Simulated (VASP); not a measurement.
Pd, 2 atoms in the cell. Symmetry: I4/mmm, No. 139, tetragonal system. The conventional cell has a = 2.721 Å, b = 2.721 Å, c = 4.058 Å, α = 90.00°, β = 90.00°, γ = 90.00°. Within 3.6 Å of Pd (site symmetry 4/mmm) lie 12 Pd at 2.72 to 2.80 Å. 

```yaml
Program: VASP 6.6.1
Task: single point
Functional: PBE
Potentials_or_basis: VASP PAW PBE potentials, release 64 (Pd)
Cutoff: 520 eV
k_mesh: 9 × 9 × 17
Occupations: gaussian, width 0.1 eV
Spin: no spin polarisation
Dipole_correction: no
Further_INCAR_settings: ALGO = Fast; EDIFF = 1e-06; NBANDS = 17; ISYM = 0
```

Potentials or basis: VASP PAW PBE potentials, release 64 (Pd).

The run is started by

```bash
$ cat potpaw_PBE.64/Pd/POTCAR > POTCAR
$ mpirun -np 1 vasp_std > vasp.out
```

Hardware: 1 thread of AMD EPYC 7R13 Processor (Zen 3), with other jobs on the host.

How long does it take, and how much memory?

It took 4.7 min on 1 thread of AMD EPYC 7R13 Processor (Zen 3), with other jobs on the host, peak memory 0.36 GiB. Counts: scf iterations 14, k points 689.
